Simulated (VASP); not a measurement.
Crystal: FeO.

```
Fe O
1.0
     1.50863    0.87101    2.50267
    -1.50863    0.87101    2.50267
     0.00000   -1.74201    2.50267
Fe O
1 1
Direct
  0.00000 0.00000 0.00000
  0.50000 0.50000 0.50000
```

Base run:

* Program: VASP 6.6.1
* Functional: PBE
* Potentials or basis: VASP PAW PBE potentials, release 64 (Fe_sv, O_h)
* Cutoff: 1340 eV
* k mesh: 11 × 11 × 11
* Occupations: fermi-dirac, width 0.05 eV
* Spin: collinear spin, ferromagnetic start
* Starting moments: [3.0, 0.0] μB

Its results: band gap on the k mesh zero (filled and empty bands overlap); pressure 1.9 GPa; net moment 4.00 μB per cell; site moments Fe +3.48; O +0.23 μB.

Question: The run is repeated on the same cell with these changes: functional from PBE to PBEsol; potentials or basis from VASP PAW PBE potentials, release 64 (Fe_sv, O_h) to VASP PAW PBE potentials, release 64 (Fe_sv, O); cutoff from 1340 eV to 700 eV. What comes out?

Answer: Band gap on the k mesh zero (filled and empty bands overlap); pressure -7.0 GPa; net moment 4.00 μB per cell; site moments Fe +3.47; O +0.30 μB.

Caveats: a cell with one magnetic atom can't hold antiferromagnetic order, which such compounds often take; semilocal functionals often make such compounds metallic where correlation or magnetic order opens a gap, which also shifts bond lengths; the cell stands under tension (at least some runs); the PAW data sets were made with another functional, which shifts forces and pressure a little (at least some runs).
